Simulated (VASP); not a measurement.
Rb: single point with LDA

Rb:

```
CELL_PARAMETERS angstrom
-2.59464 2.59464 2.59464
2.59464 -2.59464 2.59464
2.59464 2.59464 -2.59464
ATOMIC_POSITIONS crystal
Rb 0.00000 0.00000 0.00000
```

```json
{
 "Program": "VASP 6.6.1",
 "Task": "single point",
 "Functional": "LDA",
 "Potentials or basis": "VASP PAW LDA potentials, release 64 (Rb_sv)",
 "Cutoff": "520 eV",
 "k mesh": "14 × 14 × 14",
 "Occupations": "gaussian, width 0.15 eV",
 "Spin": "no spin polarisation",
 "Dipole correction": "no",
 "Further INCAR settings": "ALGO = Fast; EDIFF = 1e-06; NBANDS = 10"
}
```

```
Pressure               : 0.5 GPa
Band gap on the k mesh : zero (an odd number of electrons rules out a gap without spin polarisation)
```

Levels at points of the mesh, in eV from the Fermi level:
| k point | band 1 | band 2 | band 3 | band 4 | band 5 | band 6 | band 7 | band 8 | band 9 |
| --- | --- | --- | --- | --- | --- | --- | --- | --- | --- |
| (0.00, 0.00, 0.00) | -28.68 | -12.74 | -12.74 | -12.74 | -2.35 | 3.80 | 3.80 | 3.80 | 4.99 |
| (0.50, 0.00, 0.00) | -28.67 | -12.98 | -12.82 | -12.74 | 0.11 | 1.10 | 2.53 | 4.73 | 5.71 |
| (0.50, 0.50, 0.50) | -28.66 | -12.90 | -12.90 | -12.90 | 1.04 | 1.04 | 4.02 | 4.02 | 4.02 |

Wall time 33 s on 1 thread of AMD EPYC 9R45 96-Core Processor (Zen 5), on a shared host, peak memory 0.18 GiB.
